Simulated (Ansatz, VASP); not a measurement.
**Si2Ge3: VASP beside Ansatz**

File INCAR:

```
SYSTEM = Si2Ge3
PREC = Accurate
ENCUT = 600
EDIFF = 1E-6
ISMEAR = 0
SIGMA = 0.1
LREAL = .FALSE.
LASPH = .TRUE.
NELM = 60
ALGO = Normal
ISIF = 3
LWAVE = .FALSE.
LCHARG = .FALSE.
GGA = PE
IBRION = 2
NSW = 90
EDIFFG = -0.04
```

File KPOINTS:

```
Automatic mesh
0
G
  6 6 2
  0 0 0
```

Contents of POSCAR:

```
Si2Ge3
1.0
    2.7893261400      0.0000000000      0.0000000000
   -1.3946630700      2.4156272900      0.0000000000
    0.0000000000      0.0000000000     13.0966969500
Si Ge
2 3
Direct
    0.0000000000      0.0000000000      0.6000000000
    0.0000000000      0.0000000000      0.4000000000
    0.0000000000      0.0000000000      0.8000000000
    0.0000000000      0.0000000000      0.0000000000
    0.0000000000      0.0000000000      0.2000000000
```

Input for Ansatz:

```yaml
crystal:
  lattice:
    - [2.78932614, 0.0, 0.0]
    - [-1.39466307, 2.41562729, 0.0]
    - [0.0, 0.0, 13.09669695]
  atoms:
    - { symbol: Si, position: [0.0, 0.0, 0.6] }
    - { symbol: Si, position: [0.0, 0.0, 0.4] }
    - { symbol: Ge, position: [0.0, 0.0, 0.8] }
    - { symbol: Ge, position: [0.0, 0.0, 0.0] }
    - { symbol: Ge, position: [0.0, 0.0, 0.2] }
basis:
  ecutwfc: 420
kpoints:
  mp_grid: { grid: [6, 6, 2] }
hamiltonian:
  xc: pbe
scf:
  occupations: { method: gaussian, width: 0.1 }
  lower_state_search: "off"
output:
  forces: true
  stress: true
  eigenvalues: true
relax:
  adjacent_minimum: "off"
  f_tol: 0.04
  max_steps: 70
  cell: { stress_tol: 0.4 }
```

Alike in both runs: task relaxation of cell and atoms; functional PBE; k mesh 6 × 6 × 2; occupations gaussian, width 0.1 eV; no spin polarisation.

```csv
,VASP,Ansatz
version,VASP 6.6.1,Ansatz 0.2.0
potentials or method,"VASP PAW PBE potentials, release 64 (Si, Ge_d), cutoff 600 eV","scalar-relativistic, plane waves, PAW"
valence electrons in the cell,50,50
```

|  | VASP | Ansatz | Ansatz less VASP |
| --- | --- | --- | --- |
| gap on the k mesh at the Fermi level, each at its own relaxed structure (eV) | none | none | - |
| relaxed volume (Å³/atom) | 18.05 | 17.95 | -0.101 |
| relaxed length of the cell vector where the two differ most in proportion (Å) | 13.708 | 13.643 | -0.0643 |

A gap of «none» marks a metal or a gap that the smearing closes.

The k mesh is coarse, so the values compare programs but aren't converged. Noted on VASP's run: too few bands were computed for a metal, which touches its energy and stress.
